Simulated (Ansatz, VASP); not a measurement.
**PC4 in VASP and in Ansatz**

File INCAR:

```
SYSTEM = PC4
ALGO = Normal
EDIFF = 1E-6
ENCUT = 520
GGA = PE
ISIF = 2
ISMEAR = 0
ISPIN = 2
LASPH = .TRUE.
LCHARG = .FALSE.
LORBIT = 11
LREAL = .FALSE.
LWAVE = .FALSE.
MAGMOM = 0 1 1 1 1
NBANDS = 22
NELM = 150
PREC = Accurate
SIGMA = 0.1
```

KPOINTS

```
k-points
0
G
  6 6 6
  0 0 0
```

Contents of POSCAR:

```
PC4
1.0
   -2.5745466700      2.5745466700      2.5745466700
    2.5745466700     -2.5745466700      2.5745466700
    2.5745466700      2.5745466700     -2.5745466700
P C
1 4
Direct
    0.0000000000      0.0000000000      0.0000000000
    0.0000000000      0.0000000000      0.5000000000
    0.5000000000      0.0000000000      0.0000000000
    0.5000000000      0.5000000000      0.5000000000
    0.0000000000      0.5000000000      0.0000000000
```

Input for Ansatz:

```yaml
crystal:
  lattice:
    - [-2.57454667, 2.57454667, 2.57454667]
    - [2.57454667, -2.57454667, 2.57454667]
    - [2.57454667, 2.57454667, -2.57454667]
  atoms:
    - { symbol: P, position: [0.0, 0.0, 0.0] }
    - { symbol: C, position: [0.0, 0.0, 0.5], spin: 1.0 }
    - { symbol: C, position: [0.5, 0.0, 0.0], spin: 1.0 }
    - { symbol: C, position: [0.5, 0.5, 0.5], spin: 1.0 }
    - { symbol: C, position: [0.0, 0.5, 0.0], spin: 1.0 }
basis:
  ecutwfc: 420
kpoints:
  mp_grid: { grid: [6, 6, 6] }
hamiltonian:
  xc: pbe
scf:
  occupations: { method: gaussian, width: 0.1 }
  lower_state_search: "off"
output:
  forces: true
  stress: true
  eigenvalues: true
  populations: true
magnetization:
  spin_polarized: true
```

Change from the starting cell: species swapped into the NiHg4 type (Im-3m, No. 229).

Alike in both runs: task single point; functional PBE; k mesh 6 × 6 × 6; occupations gaussian, width 0.1 eV; collinear spin.

```csv
,VASP,Ansatz
version,VASP 6.6.1,Ansatz 0.2.0
potentials or method,"VASP PAW PBE potentials, release 64 (P, C), cutoff 520 eV","scalar-relativistic, plane waves, PAW"
valence electrons in the cell,21,21
```

```csv
,VASP,Ansatz,Ansatz less VASP
gap on the k mesh at the Fermi level (eV),none,none,-
net moment per atom (μB),0.00,0.00,0.000
```

A gap of «none» marks a metal or a gap that the smearing closes. With one functional, cell and mesh, what is left measures potentials, basis and numerics. Ansatz's warnings: seeded moment not kept.
